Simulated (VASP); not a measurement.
A run of VASP 6.6.1:

File INCAR:

```
ALGO     = Normal         # electronic algorithm
EDIFF    = 1E-7           # SCF threshold, eV
ENCUT    = 520            # plane-wave cutoff, eV
GGA      = PS             # functional
ISIF     = 2              # what is computed and relaxed
ISMEAR   = 0              # smearing method
LASPH    = True           # aspherical terms in the spheres
LCHARG   = True           # write CHGCAR
LELF     = True           # ELF
LREAL    = False          # projectors in reciprocal space
LVHAR    = True         
LWAVE    = False          # write WAVECAR
NBANDS   = 20             # bands
NELM     = 60             # most SCF steps
PREC     = Accurate       # precision mode
SIGMA    = 0.1            # smearing width, eV
```

The input KPOINTS:

```
k-points
0
Gamma
  18 18 10
```

The input POSCAR:

```
Ta2C
1.0
    3.1262537093      0.0000000000      0.0000000000
   -1.5631268547      2.7074151310      0.0000000000
    0.0000000000      0.0000000000      4.9702910861
Ta C
2 1
Direct
    0.3333333333      0.6666666667      0.2511385781
    0.6666666667      0.3333333333      0.7488614219
    0.0000000000      0.0000000000      0.0000000000
```

Potentials or basis: VASP PAW PBE potentials, release 64 (Ta_pv, C).

Run with:

```console
$ cat potpaw_PBE.64/Ta_pv/POTCAR potpaw_PBE.64/C/POTCAR > POTCAR
$ mpirun -np 1 vasp_std > vasp.out
```

Hardware: 1 thread of Intel(R) Xeon(R) Platinum 8488C (Sapphire Rapids), with other jobs on the host.

Question: Estimate the wall time of this run.

Answer: Wall time 110 s on 1 thread of Intel(R) Xeon(R) Platinum 8488C (Sapphire Rapids), with other jobs on the host, peak memory 0.36 GiB. Counts: scf iterations 15, k points 330.
